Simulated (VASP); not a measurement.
## KCl: vibrations by perturbation theory with PBEsol

The system is KCl.

```
K Cl
1.0
     3.73876    0.00000    0.00000
     0.00000    3.73876    0.00000
     0.00000    0.00000    3.73876
K Cl
1 1
Direct
  0.00000 0.00000 0.00000
  0.50000 0.50000 0.50000
```

* Program: VASP 6.6.1
* Task: vibrations by perturbation theory
* Functional: PBEsol
* Potentials or basis: VASP PAW PBE potentials, release 64 (K_sv, Cl)
* Cutoff: 520 eV
* k mesh: 6 × 6 × 6
* Occupations: gaussian, width 0.01 eV
* Spin: no spin polarisation
* Dipole correction: no
* Further INCAR settings: ALGO = Normal; EDIFF = 1e-08; IBRION = 8; NSW = 1

| Quantity | Value |
| --- | --- |
| Electronic dielectric tensor (diagonal) | 2.69 |
| Born charges (mean of the diagonal) | K +1.19; Cl -1.19 e |
| Highest phonon frequency at Γ, LO-TO splitting left out | 115 cm⁻¹ |

Phonon frequencies in cm⁻¹ (negative: imaginary):
```
              q point        frequencies
(0.000, 0.000, 0.000)  0 0 0 115 115 115
```

Electronic dielectric tensor:
```
2.69 0.00 0.00
0.00 2.69 0.00
0.00 0.00 2.69
```

Born effective charge tensors (e):
atom 1, K
```
1.19 0.00 0.00
0.00 1.19 0.00
0.00 0.00 1.19
```
atom 2, Cl
```
-1.19  0.00  0.00
 0.00 -1.19  0.00
 0.00  0.00 -1.19
```

It took 5 min on 1 thread of Intel(R) Xeon(R) Platinum 8259CL CPU @ 2.50GHz (Skylake/Cascade Lake) (shared host), peak memory 0.22 GiB.
